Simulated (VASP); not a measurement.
# Na (C2/m) in VASP: electric field gradients with PBE

Aim: the electric field gradients of Na with PBE.

All numbers are computed with VASP 6.6.1; they aren't measurements. Logs are shortened: lines on timing, memory, paths and dates and some standing lists are left out, and cuts for length are marked.

## 1. The cell of the first run

It takes space group C2/m (No. 12, monoclinic). The conventional cell has a = 6.393 Å, b = 3.713 Å, c = 9.614 Å, α = 90.00°, β = 103.07°, γ = 90.00°. Na (site symmetry 2/m) has 12 Na at 3.70 to 3.79 Å within 4.9 Å. Within 4.9 Å of Na (site symmetry m) lie 12 Na at 3.70 to 3.79 Å.

## 2. Electric field gradients, PBE

INCAR

```
SYSTEM = Na
PREC     = Accurate       ! precision mode
ENCUT    = 400            ! plane-wave cutoff, eV
EDIFF    = 1E-8           ! SCF threshold, eV
ISMEAR   = 1              ! smearing method
SIGMA    = 0.27211386245988 ! smearing width, eV
LREAL    = .FALSE.        ! projectors in reciprocal space
LASPH    = .TRUE.         ! aspherical terms in the spheres
NELM     = 120            ! most SCF steps
ALGO     = Normal         ! electronic algorithm
ISIF     = 2              ! what is computed and relaxed
LWAVE    = .FALSE.        ! write WAVECAR
LCHARG   = .FALSE.        ! write CHGCAR
GGA      = PE             ! functional
LEFG     = .TRUE.       
NBANDS   = 18             ! bands
GGA_COMPAT= .FALSE.
```

KPOINTS

```
regular mesh
0
G
  4 4 2
  0 0 0
```

POSCAR

```
Na
1.0
    3.1966520447     -1.8565520294      0.0000000000
    3.1966520447      1.8565520294      0.0000000000
   -2.1744518352      0.0000000000      9.3648511597
Na
3
Direct
    0.0000000000      0.0000000000      0.0000000000
    0.2224150000      0.2224150000      0.6666760000
    0.7775850000      0.7775850000      0.3333240000
```

Potentials or basis: VASP PAW PBE potentials, release 64 (Na_pv).

Command:

```console
$ cat potpaw_PBE.64/Na_pv/POTCAR > POTCAR
$ mpirun -np 1 vasp_std > vasp.out
```

OUTCAR:

```text
SYSTEM = Na
   PREC = Accurate
   ENCUT = 400
   EDIFF = 1E-8
   ISMEAR = 1
   LREAL = .FALSE.
   LASPH = .TRUE.
   NELM = 120
   ISIF = 2
   GGA = PE

 ion  position               nearest neighbor table
   1  0.000  0.000  0.000-
   2  0.222  0.222  0.667-
   3  0.778  0.778  0.333-

  LATTYP: Found a base centered monoclinic cell.
 ALAT       =     6.3933040894
 B/A-ratio  =     0.5807801423
 C/A-ratio  =     1.5037582021
 COS(beta)  =    -0.2261759492

  Lattice vectors:

 A1 = (   3.1966520447,  -1.8565520294,   0.0000000000)
 A2 = (   3.1966520447,   1.8565520294,   0.0000000000)
 A3 = (  -2.1744518352,   0.0000000000,   9.3648511597)

Analysis of symmetry for initial positions (statically):
=====================================================================
 Subroutine PRICEL returns:
 Original cell was already a primitive cell.

 Routine SETGRP: Setting up the symmetry group for a
 base centered monoclinic supercell.

 Subroutine GETGRP returns: Found  4 space group operations
 (whereof  4 operations were pure point group operations)
 out of a pool of  4 trial point group operations.

The static configuration has the point symmetry C_2h.

Analysis of symmetry for dynamics (positions and initial velocities):
=====================================================================
 Subroutine PRICEL returns:
 Original cell was already a primitive cell.

 Routine SETGRP: Setting up the symmetry group for a
 base centered monoclinic supercell.

 Subroutine GETGRP returns: Found  4 space group operations
 (whereof  4 operations were pure point group operations)
 out of a pool of  4 trial point group operations.

The dynamic configuration has the point symmetry C_2h.

 Subroutine INISYM returns: Found  4 space group operations
 (whereof  4 operations are pure point group operations),
 and found     1 'primitive' translations

----------------------------------------------------------------------------------------

                                     Primitive cell

  volume of cell :     111.1561

  direct lattice vectors                    reciprocal lattice vectors
     3.196652045 -1.856552029  0.000000000     0.156413646 -0.269316449  0.036318136
     3.196652045  1.856552029  0.000000000     0.156413646  0.269316449  0.036318136
    -2.174451835  0.000000000  9.364851160     0.000000000  0.000000000  0.106782263

  length of vectors
     3.696670087  3.696670087  9.613983463     0.313553162  0.313553162  0.106782263

  position of ions in fractional coordinates (direct lattice)
     0.000000000  0.000000000  0.000000000
     0.222415000  0.222415000  0.666676000
     0.777585000  0.777585000  0.333324000

  ion indices of the primitive-cell ions
   primitive index   ion index
                 1           1
                 2           2
                 3           3

----------------------------------------------------------------------------------------

 KPOINTS: regular mesh

Automatic generation of k-mesh.
 Grid dimensions read from file:
 generate k-points for:    4    4    2

 Generating k-lattice:

  Cartesian coordinates                     Fractional coordinates (reciprocal lattice)
     0.039103411 -0.067329112  0.009079534     0.250000000  0.000000000  0.000000000
     0.039103411  0.067329112  0.009079534     0.000000000  0.250000000  0.000000000
     0.000000000  0.000000000  0.053391132     0.000000000  0.000000000  0.500000000

  Length of vectors
     0.078388290  0.078388290  0.053391132

  Shift w.r.t. Gamma in fractional coordinates (k-lattice)
     0.000000000  0.000000000  0.000000000

 Subroutine IBZKPT returns following result:
 ===========================================

 Found     14 irreducible k-points:

 Following reciprocal coordinates:
            Coordinates               Weight
  0.000000  0.000000  0.000000      1.000000
  0.250000  0.000000  0.000000      4.000000
  0.500000  0.000000  0.000000      2.000000
  0.250000  0.250000  0.000000      2.000000
  0.500000  0.250000  0.000000      4.000000
 -0.250000  0.250000  0.000000      2.000000
  0.500000  0.500000  0.000000      1.000000
  0.000000  0.000000  0.500000      1.000000
  0.250000  0.000000  0.500000      4.000000
  0.500000  0.000000  0.500000      2.000000
  0.250000  0.250000  0.500000      2.000000
  0.500000  0.250000  0.500000      4.000000
 -0.250000  0.250000  0.500000      2.000000
  0.500000  0.500000  0.500000      1.000000
   k-points           NKPTS =     14   k-points in BZ     NKDIM =     14   number of bands    NBANDS=     18
   number of dos      NEDOS =    301   number of ions     NIONS =      3
   total plane-waves  NPLWV =  36864
   dimension x,y,z NGX =    24 NGY =   24 NGZ =   64
   dimension x,y,z NGXF=    48 NGYF=   48 NGZF=  128
   ions per type =               3
   NGX,Y,Z   is equivalent  to a cutoff of  10.79, 10.79, 11.07 a.u.
   NGXF,Y,Z  is equivalent  to a cutoff of  21.59, 21.59, 22.13 a.u.
 SYSTEM =  Na
   PREC   = accura    normal or accurate (medium, high low for compatibility)
   ISTART =      0    job   : 0-new  1-cont  2-samecut
   ICHARG =      2    charge: 1-file 2-atom 10-const
   ISPIN  =      1    spin polarized calculation?
   LNONCOLLINEAR =      F non collinear calculations
   LSORBIT =      F    spin-orbit coupling
   LASPH  =      T    aspherical Exc in radial PAW
   ENCUT  =  400.0 eV  29.40 Ry    5.42 a.u.   6.03  6.03 15.68*2*pi/ulx,y,z
   NELM   =    120;   NELMIN=  2; NELMDL= -5     # of ELM steps
   EDIFF  = 0.1E-07   stopping-criterion for ELM
   LREAL  =      F    real-space projection
   EDIFFG = 0.1E-06   stopping-criterion for IOM
   NSW    =      0    number of steps for IOM
   IBRION =     -1    ionic relax: 0-MD 1-quasi-New 2-CG
   NFREE  =      0    steps in history (QN), initial steepest desc. (CG)
   ISIF   =      2    stress and relaxation
   ISYM   =      2    0-nonsym 1-usesym 2-fastsym
   POTIM  = 0.5000    time-step for ionic-motion
   TEBEG  =    0.0;   TEEND  =   0.0 temperature during run
   PSTRESS=    0.0 pullay stress
   NELECT =      21.0000    total number of electrons
   NUPDOWN=      -1.0000    fix difference up-down
   EMIN   =  10.00;   EMAX   =-10.00  energy-range for DOS
   EFERMI =   0.00;   METHOD = LEGACY
   ISMEAR =     1;   SIGMA  =   0.27  broadening in eV -4-tet -1-fermi 0-gaus
   EFERMI_NEDOS =   21; number of points for ismear=-14 and -15
   IALGO  =     38    algorithm
   IMIX   =      4    mixing-type and parameters
     AMIX     =   0.40;   BMIX     =  1.00
     AMIX_MAG =   1.60;   BMIX_MAG =  1.00
  volume/ion in A,a.u.               =      37.05       250.04
  Fermi-wavevector in a.u.,A,eV,Ry     =   0.939370  1.775152 12.006005  0.882416
  Thomas-Fermi vector in A             =   2.066676
   LORBIT       =      0    0 simple, 1 ext, 2 COOP (PROOUT), +10 PAW based schemes
   GGA     = PE    functional components
   LHFCALC =     F    Hartree Fock is set to
   AEXX    =    0.0000 exact exchange contribution
   IVDW    =     0    specifies the selected vdW correction
   LEPSILON=     F    determine dielectric tensor
   LRPA    =     F    only Hartree local field effects (RPA)
 non-spin polarized calculation
 Methfessel and Paxton  Order N= 1 SIGMA  =   0.27
  energy-cutoff  :      400.00
  volume of cell :      111.16
 maximum number of plane-waves:      2042
   NGX = 13   NGY = 13   NGZ = 31

 number of electron      20.9999987 magnetization

 Free energy of the ion-electron system (eV)
  ---------------------------------------------------
  ext. energy  EPLUGINS =         0.00000000
  ---------------------------------------------------
  free energy    TOTEN  =        -3.84545354 eV

  energy without entropy =       -3.86933280  energy(sigma->0) =       -3.85341329

 E-fermi :   0.4105     XC(G=0):  -6.5041

 val. band max:        0.3251987714   @ k =   0.2500   0.2500   0.0000
 cond. band min:       0.6735205331   @ k =   0.5000   0.0000   0.0000
 fundamental gap:      0.3483217617
 Fermi energy:         0.4105028475

 k-point     1 :       0.0000    0.0000    0.0000
  band No.  band energies     occupation
      1     -24.5879      2.00000
      2     -24.5877      2.00000
      3     -24.5680      2.00000
      4     -24.5677      2.00000
      5     -24.5667      2.00000
      6     -24.5665      2.00000
[... 271 lines left out ...]
      5     -24.5756      2.00000
      6     -24.5749      2.00000
[... 10 lines left out ...]
     17       6.2737      0.00000
     18       7.4329      0.00000

------------------------ aborting loop because EDIFF is reached ----------------------------------------

  FORCE on cell =-STRESS in cart. coord.  units (eV):
  Direction    XX          YY          ZZ          XY          YZ          ZX
  --------------------------------------------------------------------------------------
  -------------------------------------------------------------------------------------
  Total       -0.3070283      0.3164083     -0.2609434      0.0000000      0.0000000      0.3228732
  in kB       -4.4254312      4.5606320     -3.7611750      0.0000000      0.0000000      4.6538163
  external PRESSURE =      -1.2086581 kB  Pullay stress =       0.0000000 kB

 VOLUME and BASIS-vectors are now :
 -----------------------------------------------------------------------------
  energy-cutoff  :      400.00
  volume of cell :      111.16
      direct lattice vectors                 reciprocal lattice vectors
     3.196652045 -1.856552029  0.000000000     0.156413646 -0.269316449  0.036318136
     3.196652045  1.856552029  0.000000000     0.156413646  0.269316449  0.036318136
    -2.174451835  0.000000000  9.364851160     0.000000000  0.000000000  0.106782263

 POSITION                                       TOTAL-FORCE (eV/Angst)
 -----------------------------------------------------------------------------------
      0.00000      0.00000      0.00000         0.000000      0.000000     -0.000000
     -0.02769      0.00000      6.24332         0.001343     -0.000000      0.000047
      4.24654      0.00000      3.12153        -0.001343     -0.000000     -0.000047
 -----------------------------------------------------------------------------------
    total drift:                               -0.000000     -0.000000      0.000000

  FREE ENERGIE OF THE ION-ELECTRON SYSTEM (eV)
  ---------------------------------------------------
  free  energy   TOTEN  =        -3.8454535353 eV

  energy  without entropy=       -3.8693327982  energy(sigma->0) =       -3.85341329

 Electric field gradients (V/A^2)
---------------------------------------------------------------------
 ion       V_xx      V_yy      V_zz      V_xy      V_xz      V_yz
---------------------------------------------------------------------
   1       1.210    -0.906    -0.304     0.000    -0.972    -0.000
   2       1.210    -0.882    -0.328     0.000    -0.939     0.000
   3       1.210    -0.882    -0.328    -0.000    -0.939     0.000
---------------------------------------------------------------------

 Electric field gradients after diagonalization (V/A^2)
 (convention: |V_zz| > |V_xx| > |V_yy|)
----------------------------------------------------------------------
 ion       V_xx      V_yy      V_zz     asymmetry (V_yy - V_xx)/ V_zz
----------------------------------------------------------------------
   1      -0.906    -0.779     1.685       0.075
   2      -0.882    -0.773     1.655       0.066
   3      -0.882    -0.773     1.655       0.066
----------------------------------------------------------------------

           NMR quadrupolar parameters

 Cq : quadrupolar parameter    Cq=e*Q*V_zz/h
 eta: asymmetry parameters     (V_yy - V_xx)/ V_zz
 Q  : nuclear electric quadrupole moment in mb (millibarn)
----------------------------------------------------------------------
 ion       Cq(MHz)       eta       Q (mb)
----------------------------------------------------------------------
   1       0.004       0.075       1.000
   2       0.004       0.066       1.000
   3       0.004       0.066       1.000
----------------------------------------------------------------------
```

Wall time 5.7 s (1 thread of Intel Xeon 6975P-C (Granite Rapids), shared host); peak memory 0.17 GiB.

What came out:

```yaml
Free_energy: -3.8455 eV
Pressure: -0.1 GPa
```

Stress tensor (GPa, compression positive):
```
-0.44  0.00  0.47
 0.00  0.46  0.00
 0.47  0.00 -0.38
```

Levels at points of the mesh, in eV from the Fermi level:
```csv
k point,band 8,band 9,band 10,band 11,band 12,band 13
"(0.00, 0.00, 0.00)",-24.97,-24.97,-3.36,-1.62,-1.62,3.39
"(0.50, 0.00, 0.00)",-24.98,-24.98,0.26,0.39,1.21,1.67
"(0.50, 0.50, 0.00)",-24.98,-24.98,0.45,0.54,0.86,1.28
"(0.00, 0.00, 0.50)",-24.98,-24.97,-2.92,-2.92,0.33,0.69
"(0.50, 0.00, 0.50)",-24.98,-24.98,0.41,0.50,0.85,1.27
"(0.50, 0.50, 0.50)",-24.98,-24.98,0.29,0.42,1.27,1.73
```

Electric field gradients, principal values (V/Å²):
| atom | least | middle | greatest (by size) |
| --- | --- | --- | --- |
| 1 Na | -0.779 | -0.906 | 1.685 |
| 2 Na | -0.773 | -0.882 | 1.655 |
| 3 Na | -0.773 | -0.882 | 1.655 |

Caveat: the k points lie up to 0.49 Å⁻¹ apart; without QUAD_EFG the Cq values of the log hold for a quadrupole moment of 1 mb, not for the nuclei.
